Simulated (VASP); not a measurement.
# Cu (Fm-3m) in VASP: notebook

The runs below take Cu through single point, with LDA.

Program: VASP 6.6.1. These are calculated values, not measurements. Logs are shortened: lines on timing, memory, paths and dates and some standing lists are left out, and cuts for length are marked.

### Step 1. The cell of the first run

Symmetry: Fm-3m, No. 225, cubic system. The conventional cell has a = 3.615 Å, b = 3.615 Å, c = 3.615 Å, α = 90.00°, β = 90.00°, γ = 90.00°. Cu (site symmetry m-3m) has 12 Cu at 2.56 Å within 3.4 Å.

### Step 2. Single point, LDA

Contents of INCAR:

```
SYSTEM = Cu
ALGO = Fast
EDIFF = 1E-7
ENCUT = 520
GGA = CA
ISIF = 2
ISMEAR = 0
LASPH = .True.
LCHARG = .True.
LELF = .True.
LREAL = .False.
LVHAR = .True.
LWAVE = .False.
NBANDS = 12
NELM = 60
PREC = Accurate
SIGMA = 0.15
```

Contents of KPOINTS:

```
k-points
0
Gamma
  22 22 22
  0 0 0
```

Contents of POSCAR:

```
Cu
1.0
    0.0000000000      1.8075000000      1.8075000000
    1.8075000000      0.0000000000      1.8075000000
    1.8075000000      1.8075000000      0.0000000000
Cu
1
Direct
    0.0000000000      0.0000000000      0.0000000000
```

Potentials or basis: VASP PAW LDA potentials, release 64 (Cu).

The run is started by

```bash
cat potpaw_LDA.64/Cu/POTCAR > POTCAR
mpirun -np 1 vasp_std > vasp.out
```

OUTCAR:

```text
SYSTEM = Cu
   EDIFF = 1E-7
   ENCUT = 520
   GGA = CA
   ISIF = 2
   ISMEAR = 0
   LASPH = .True.
   LREAL = .False.
   NELM = 60
   PREC = Accurate

 ion  position               nearest neighbor table
   1  0.000  0.000  0.000-

  LATTYP: Found a face centered cubic cell.
 ALAT       =     3.6150000000

  Lattice vectors:

 A1 = (   0.0000000000,   1.8075000000,   1.8075000000)
 A2 = (   1.8075000000,   0.0000000000,   1.8075000000)
 A3 = (   1.8075000000,   1.8075000000,   0.0000000000)

Analysis of symmetry for initial positions (statically):
=====================================================================
 Subroutine PRICEL returns:
 Original cell was already a primitive cell.

 Routine SETGRP: Setting up the symmetry group for a
 face centered cubic supercell.

 Subroutine GETGRP returns: Found 48 space group operations
 (whereof 48 operations were pure point group operations)
 out of a pool of 48 trial point group operations.

The static configuration has the point symmetry O_h .

Analysis of symmetry for dynamics (positions and initial velocities):
=====================================================================
 Subroutine PRICEL returns:
 Original cell was already a primitive cell.

 Routine SETGRP: Setting up the symmetry group for a
 face centered cubic supercell.

 Subroutine GETGRP returns: Found 48 space group operations
 (whereof 48 operations were pure point group operations)
 out of a pool of 48 trial point group operations.

The dynamic configuration has the point symmetry O_h .

 Subroutine INISYM returns: Found 48 space group operations
 (whereof 48 operations are pure point group operations),
 and found     1 'primitive' translations

----------------------------------------------------------------------------------------

                                     Primitive cell

  volume of cell :      11.8104

  direct lattice vectors                    reciprocal lattice vectors
     0.000000000  1.807500000  1.807500000    -0.276625173  0.276625173  0.276625173
     1.807500000  0.000000000  1.807500000     0.276625173 -0.276625173  0.276625173
     1.807500000  1.807500000  0.000000000     0.276625173  0.276625173 -0.276625173

  length of vectors
     2.556191014  2.556191014  2.556191014     0.479128854  0.479128854  0.479128854

  position of ions in fractional coordinates (direct lattice)
     0.000000000  0.000000000  0.000000000

  ion indices of the primitive-cell ions
   primitive index   ion index
                 1           1
[... 80 lines left out ...]
   POTIM  = 0.5000    time-step for ionic-motion
   TEBEG  =    0.0;   TEEND  =   0.0 temperature during run
   PSTRESS=    0.0 pullay stress
   NELECT =      11.0000    total number of electrons
   NUPDOWN=      -1.0000    fix difference up-down
   EMIN   =  10.00;   EMAX   =-10.00  energy-range for DOS
   EFERMI =   0.00;   METHOD = LEGACY
   ISMEAR =     0;   SIGMA  =   0.15  broadening in eV -4-tet -1-fermi 0-gaus
   EFERMI_NEDOS =   21; number of points for ismear=-14 and -15
   IALGO  =     68    algorithm
   IMIX   =      4    mixing-type and parameters
     AMIX     =   0.40;   BMIX     =  1.00
     AMIX_MAG =   1.60;   BMIX_MAG =  1.00
  volume/ion in A,a.u.               =      11.81        79.70
  Fermi-wavevector in a.u.,A,eV,Ry     =   1.598763  3.021224 34.777078  2.556043
  Thomas-Fermi vector in A             =   2.696162
   LORBIT       =      0    0 simple, 1 ext, 2 COOP (PROOUT), +10 PAW based schemes
   GGA     = CA    functional components
   LHFCALC =     F    Hartree Fock is set to
   AEXX    =    0.0000 exact exchange contribution
   IVDW    =     0    specifies the selected vdW correction
   LEPSILON=     F    determine dielectric tensor
   LRPA    =     F    only Hartree local field effects (RPA)
 non-spin polarized calculation
 RMM-DIIS sequential band-by-band and
 Gauss-broadening in eV      SIGMA  =   0.15
  energy-cutoff  :      520.00
  volume of cell :       11.81
 maximum number of plane-waves:       332
   NGX =  9   NGY =  9   NGZ =  9

 number of electron      11.0000001 magnetization

 Free energy of the ion-electron system (eV)
  ---------------------------------------------------
  ext. energy  EPLUGINS =         0.00000000
  ---------------------------------------------------
  free energy    TOTEN  =        -4.67627714 eV

  energy without entropy =       -4.67352066  energy(sigma->0) =       -4.67489890

 E-fermi :   7.3247     XC(G=0): -13.1023

 val. band max:        7.3000914407   @ k =   0.5000   0.3182   0.1364
 cond. band min:       7.3848605121   @ k =   0.4545   0.3182   0.0000
 fundamental gap:      0.0847690714
 Fermi energy:         7.3247410004

 k-point     1 :       0.0000    0.0000    0.0000
  band No.  band energies     occupation
      1      -2.0105      2.00000
      2       4.2657      2.00000
      3       4.2657      2.00000
      4       4.2657      2.00000
      5       5.1035      2.00000
      6       5.1035      2.00000
      7      30.0237      0.00000
      8      32.4832      0.00000
      9      32.4832      0.00000
     10      32.4832      0.00000
     11      35.0225      0.00000
     12      35.0225      0.00000
[... 331 lines left out ...]
 k-point    24 :      -0.4545    0.0455    0.0000
  band No.  band energies     occupation
      1       2.2432      2.00000
      2       4.2203      2.00000
      3       4.2651      2.00000
      4       5.3699      2.00000
      5       5.6428      2.00000
      6       6.5523      2.00000
      7      11.3415      0.00000
      8      27.5943      0.00000
      9      28.8612      0.00000
     10      29.0415      0.00000
     11      32.8052      0.00000
     12      33.5626      0.00000

 [... further k-points ...]

------------------------ aborting loop because EDIFF is reached ----------------------------------------

  FORCE on cell =-STRESS in cart. coord.  units (eV):
  Direction    XX          YY          ZZ          XY          YZ          ZX
  --------------------------------------------------------------------------------------
  -------------------------------------------------------------------------------------
  Total       -0.8645441     -0.8645441     -0.8645441     -0.0000000     -0.0000000      0.0000000
  in kB     -117.2823931   -117.2823931   -117.2823931     -0.0000000     -0.0000000      0.0000000
  external PRESSURE =    -117.2823931 kB  Pullay stress =       0.0000000 kB

 VOLUME and BASIS-vectors are now :
 -----------------------------------------------------------------------------
  energy-cutoff  :      520.00
  volume of cell :       11.81
      direct lattice vectors                 reciprocal lattice vectors
     0.000000000  1.807500000  1.807500000    -0.276625173  0.276625173  0.276625173
     1.807500000  0.000000000  1.807500000     0.276625173 -0.276625173  0.276625173
     1.807500000  1.807500000  0.000000000     0.276625173  0.276625173 -0.276625173

 POSITION                                       TOTAL-FORCE (eV/Angst)
 -----------------------------------------------------------------------------------
      0.00000      0.00000      0.00000         0.000000      0.000000      0.000000
 -----------------------------------------------------------------------------------
    total drift:                                0.000000      0.000000      0.000000

  FREE ENERGIE OF THE ION-ELECTRON SYSTEM (eV)
  ---------------------------------------------------
  free  energy   TOTEN  =        -4.6762771385 eV

  energy  without entropy=       -4.6735206603  energy(sigma->0) =       -4.67489890
```

OSZICAR:

```text
N       E                     dE             d eps       ncg     rms          rms(c)
DAV:   1     0.414195050975E+02    0.41420E+02   -0.53939E+03  8776   0.155E+03
DAV:   2    -0.432239373817E+01   -0.45742E+02   -0.42422E+02  8072   0.206E+02
DAV:   3    -0.565417129874E+01   -0.13318E+01   -0.13247E+01  9244   0.403E+01
DAV:   4    -0.566282554398E+01   -0.86542E-02   -0.86528E-02  8892   0.285E+00
DAV:   5    -0.566291102533E+01   -0.85481E-04   -0.85479E-04  9464   0.288E-01    0.795E+00
RMM:   6    -0.508339564695E+01    0.57952E+00   -0.34921E+00  9845   0.354E+01    0.469E+00
RMM:   7    -0.469098586680E+01    0.39241E+00   -0.55117E-01  9800   0.137E+01    0.974E-01
RMM:   8    -0.467717061468E+01    0.13815E-01   -0.16610E-02 10138   0.157E+00    0.213E-01
RMM:   9    -0.467623811785E+01    0.93250E-03   -0.32846E-03 10455   0.976E-01    0.304E-02
RMM:  10    -0.467628023342E+01   -0.42116E-04   -0.63203E-04 10307   0.303E-01    0.235E-02
RMM:  11    -0.467628360237E+01   -0.33690E-05   -0.92032E-05 10757   0.124E-01    0.248E-02
RMM:  12    -0.467627630760E+01    0.72948E-05   -0.27893E-05 10856   0.765E-02    0.345E-03
RMM:  13    -0.467627710826E+01   -0.80066E-06   -0.72737E-06 10462   0.251E-02    0.211E-03
RMM:  14    -0.467627723703E+01   -0.12877E-06   -0.84062E-07  9117   0.109E-02    0.294E-03
RMM:  15    -0.467627713226E+01    0.10476E-06   -0.38669E-07  8295   0.905E-03    0.336E-04
RMM:  16    -0.467627713849E+01   -0.62241E-08   -0.72673E-08  6032   0.248E-03
   1 F= -.46762771E+01 E0= -.46748989E+01  d E =-.275648E-02
```

It took 23 s on 1 thread of Intel Xeon 6975P-C (Granite Rapids), shared host; peak memory 0.15 GiB.

What came out:

- Free energy: -4.6763 eV
- Pressure: -11.7 GPa

Levels at points of the mesh, in eV from the Fermi level:
```tsv
k point	band 3	band 4	band 5	band 6	band 7	band 8	band 9	band 10
(0.00, 0.00, 0.00)	-3.06	-3.06	-2.22	-2.22	22.70	25.16	25.16	25.16
(0.50, 0.00, 0.00)	-3.09	-1.65	-1.65	-0.96	3.73	21.21	21.92	21.92
(0.50, 0.50, 0.00)	-1.67	-1.51	-1.51	1.50	7.12	13.01	13.01	17.65
```

### Step 3. Single point, LDA

Contents of INCAR:

```
SYSTEM = Cu
  PREC = Accurate
  ENCUT = 520
  EDIFF = 1E-7
  ISMEAR = 0
  SIGMA = 0.15
  LREAL = .FALSE.
  LASPH = .TRUE.
  NELM = 60
  ALGO = Normal
  ISIF = 2
  LWAVE = .FALSE.
  LCHARG = .TRUE.
  LELF = .TRUE.
  LVHAR = .TRUE.
  NBANDS = 12
```

Contents of KPOINTS:

```
regular mesh
0
G
  24 24 24
  0 0 0
```

POSCAR is that of step 2.

Potentials or basis: VASP PAW LDA potentials, release 64 (Cu).

The run is started by

```bash
cat potpaw_LDA.64/Cu/POTCAR > POTCAR
mpirun -np 1 vasp_std > vasp.out
```

OUTCAR:

```text
SYSTEM = Cu
   PREC = Accurate
   ENCUT = 520
   EDIFF = 1E-7
   ISMEAR = 0
   LREAL = .FALSE.
   LASPH = .TRUE.
   NELM = 60
   ISIF = 2

 ion  position               nearest neighbor table
   1  0.000  0.000  0.000-

  LATTYP: Found a face centered cubic cell.
 ALAT       =     3.6150000000

  Lattice vectors:

 A1 = (   0.0000000000,   1.8075000000,   1.8075000000)
 A2 = (   1.8075000000,   0.0000000000,   1.8075000000)
 A3 = (   1.8075000000,   1.8075000000,   0.0000000000)
[... 537 lines left out ...]
     11      33.1201      0.00000
     12      33.4326      0.00000

 [... further k-points ...]

------------------------ aborting loop because EDIFF is reached ----------------------------------------

  FORCE on cell =-STRESS in cart. coord.  units (eV):
  Direction    XX          YY          ZZ          XY          YZ          ZX
  --------------------------------------------------------------------------------------
  -------------------------------------------------------------------------------------
  Total       -0.8634107     -0.8634107     -0.8634107      0.0000000      0.0000000     -0.0000000
  in kB     -117.1286391   -117.1286391   -117.1286391      0.0000000      0.0000000     -0.0000000
  external PRESSURE =    -117.1286391 kB  Pullay stress =       0.0000000 kB

 VOLUME and BASIS-vectors are now :
 -----------------------------------------------------------------------------
  energy-cutoff  :      520.00
  volume of cell :       11.81
      direct lattice vectors                 reciprocal lattice vectors
     0.000000000  1.807500000  1.807500000    -0.276625173  0.276625173  0.276625173
     1.807500000  0.000000000  1.807500000     0.276625173 -0.276625173  0.276625173
     1.807500000  1.807500000  0.000000000     0.276625173  0.276625173 -0.276625173

 POSITION                                       TOTAL-FORCE (eV/Angst)
 -----------------------------------------------------------------------------------
      0.00000      0.00000      0.00000         0.000000      0.000000      0.000000
 -----------------------------------------------------------------------------------
    total drift:                                0.000000      0.000000      0.000000

  FREE ENERGIE OF THE ION-ELECTRON SYSTEM (eV)
  ---------------------------------------------------
  free  energy   TOTEN  =        -4.6761203601 eV

  energy  without entropy=       -4.6734921449  energy(sigma->0) =       -4.67480625
```

OSZICAR:

```text
N       E                     dE             d eps       ncg     rms          rms(c)
DAV:   1     0.416069307649E+02    0.41607E+02   -0.53788E+03 11148   0.155E+03
DAV:   2    -0.430777920151E+01   -0.45915E+02   -0.42518E+02 10268   0.206E+02
DAV:   3    -0.565392505698E+01   -0.13461E+01   -0.13320E+01 11552   0.404E+01
DAV:   4    -0.566303118290E+01   -0.91061E-02   -0.91047E-02 11316   0.289E+00
DAV:   5    -0.566312032476E+01   -0.89142E-04   -0.89141E-04 11836   0.293E-01    0.796E+00
DAV:   6    -0.511799716174E+01    0.54512E+00   -0.16129E+01 11840   0.778E+01    0.423E+00
DAV:   7    -0.469065784862E+01    0.42734E+00   -0.25950E+00 11804   0.314E+01    0.537E-01
DAV:   8    -0.467822096164E+01    0.12437E-01   -0.67639E-03 12000   0.151E+00    0.338E-01
DAV:   9    -0.467610928796E+01    0.21117E-02   -0.11096E-02 12080   0.181E+00    0.179E-02
DAV:  10    -0.467611808919E+01   -0.88012E-05   -0.34625E-05 14500   0.950E-02    0.469E-03
DAV:  11    -0.467612036499E+01   -0.22758E-05   -0.69312E-07 13944   0.890E-03    0.601E-04
DAV:  12    -0.467612036011E+01    0.48783E-08   -0.19506E-08  6916   0.229E-03
   1 F= -.46761204E+01 E0= -.46748063E+01  d E =-.262822E-02
```

It took 20 s on 1 thread of Intel Xeon 6975P-C (Granite Rapids), shared host; peak memory 0.16 GiB.

What came out:

```yaml
Free_energy: -4.6761 eV
Pressure: -11.7 GPa
```

Levels at points of the mesh, in eV from the Fermi level:
```csv
k point,band 4,band 5,band 6,band 7,band 8,band 9
"(0.00, 0.00, 0.00)",-3.08,-2.24,-2.24,22.68,25.14,25.14
"(0.50, 0.00, 0.00)",-1.67,-1.67,-0.98,3.72,21.20,21.91
"(0.50, 0.50, 0.00)",-1.53,-1.53,1.48,7.10,13.00,13.00
```
